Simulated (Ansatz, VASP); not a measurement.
# Two plane-wave programs on Rb2PdO2

```xyz
5
Lattice="0.0000 4.2512 0.0000 4.2512 0.0000 0.0000 2.1256 2.1256 -6.8616" Properties=species:S:1:pos:R:3 pbc="T T T"
Rb    2.1256    2.1256   -2.0692
Rb    4.2512    4.2512   -4.7924
O     2.1256    2.1256   -4.9915
O     4.2512    4.2512   -1.8701
Pd    0.0000    0.0000    0.0000
```

Alike in both runs: functional PBE; k mesh 5 × 5 × 5; no spin polarisation.

Ansatz relaxed the structure, and its values are those at the end. VASP's run is a single point on that final structure, the one shown.

```csv
,VASP,Ansatz
version,VASP 6.6.1,Ansatz 0.2.0
potentials or method,"VASP PAW PBE potentials, release 64 (Rb_sv, O, Pd), cutoff 520 eV",PAW plane waves
occupations,"fermi-dirac, width 0.1 eV",fermi-dirac
valence electrons in the cell,40,48
```

Ansatz gave:

| Property | Result |
| --- | --- |
| gap on the k mesh at the Fermi level (eV) | none |
| pressure (GPa) | 0.0 |
| rms of the force components (eV/Å) | 0.001 |

Problem. What did VASP give for the same quantities?

Solution. gap on the k mesh at the Fermi level (eV): none; pressure (GPa): 0.0; rms of the force components (eV/Å): 0.006.

A gap of «none» marks a metal or a gap that the smearing closes. VASP's potentials hold 40 valence electrons a cell and Ansatz's 48, so a difference there can come from the potentials and not from the codes.
